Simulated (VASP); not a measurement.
## CdF2: single point with PBE

The system is CdF2.

```
Cd F
1.0
     5.84457    0.00000    0.00000
     0.00000    3.56021    0.00000
     0.00000    0.00000    6.95001
Cd F
4 8
Direct
  0.74667 0.25000 0.10912
  0.24667 0.25000 0.39088
  0.25333 0.75000 0.89088
  0.75333 0.75000 0.60912
  0.64165 0.25000 0.42198
  0.14165 0.25000 0.07802
  0.35835 0.75000 0.57802
  0.85835 0.75000 0.92198
  0.51571 0.25000 0.83644
  0.01571 0.25000 0.66356
  0.48429 0.75000 0.16356
  0.98429 0.75000 0.33644
```

- Program: VASP 6.6.1
- Task: single point
- Functional: PBE
- Potentials or basis: VASP PAW PBE potentials, release 64 (Cd, F)
- Cutoff: 520 eV
- k mesh: 6 × 10 × 6
- Occupations: gaussian, width 0.05 eV
- Spin: no spin polarisation

- Pressure: 6.2 GPa
- Largest force: 0.058 eV/Å
- Band gap on the k mesh: 2.92 eV (least direct gap 2.97 eV)

Forces on the atoms (eV/Å):
```
Cd  -0.036  0.000  0.023
Cd  -0.036  0.000 -0.023
Cd   0.036  0.000 -0.023
Cd   0.036  0.000  0.023
F   -0.003  0.000 -0.003
F   -0.003  0.000  0.003
F    0.003  0.000  0.003
F    0.003  0.000 -0.003
F    0.031  0.000 -0.049
F    0.031  0.000  0.049
F   -0.031  0.000  0.049
F   -0.031  0.000 -0.049
```

Stress tensor (GPa, compression positive):
```
6.05 0.00 0.00
0.00 6.19 0.00
0.00 0.00 6.26
```

Levels at points of the mesh, in eV from the valence-band top:
| k point | band 49 | band 50 | band 51 | band 52 | band 53 | band 54 | band 55 | band 56 |
| --- | --- | --- | --- | --- | --- | --- | --- | --- |
| (0.00, 0.00, 0.00) | -0.31 | -0.28 | -0.21 | -0.05 | 2.92 | 6.69 | 7.24 | 7.52 |
| (0.50, 0.00, 0.00) | -0.23 | -0.23 | -0.22 | -0.22 | 5.05 | 5.05 | 7.23 | 7.23 |
| (0.00, 0.50, 0.00) | -0.15 | -0.15 | -0.03 | -0.03 | 7.09 | 7.09 | 7.61 | 7.61 |
| (0.50, 0.50, 0.00) | -0.16 | -0.16 | -0.16 | -0.16 | 7.42 | 7.42 | 7.42 | 7.42 |
| (0.00, 0.00, 0.50) | -0.26 | -0.26 | -0.13 | -0.13 | 4.58 | 4.58 | 7.66 | 7.66 |
| (0.50, 0.00, 0.50) | -0.24 | -0.24 | -0.19 | -0.19 | 6.00 | 6.00 | 6.02 | 6.02 |
| (0.00, 0.50, 0.50) | -0.14 | -0.14 | -0.06 | -0.06 | 7.25 | 7.25 | 7.62 | 7.62 |
| (0.50, 0.50, 0.50) | -0.14 | -0.14 | -0.14 | -0.14 | 7.47 | 7.47 | 7.47 | 7.47 |

It took 13 min on 2 MPI ranks on Intel(R) Xeon(R) Platinum 8375C CPU @ 2.90GHz (Ice Lake), with other jobs on the host, peak memory 0.67 GiB a rank.

Caveat: the cell stands under pressure. A k mesh can miss the band edges.
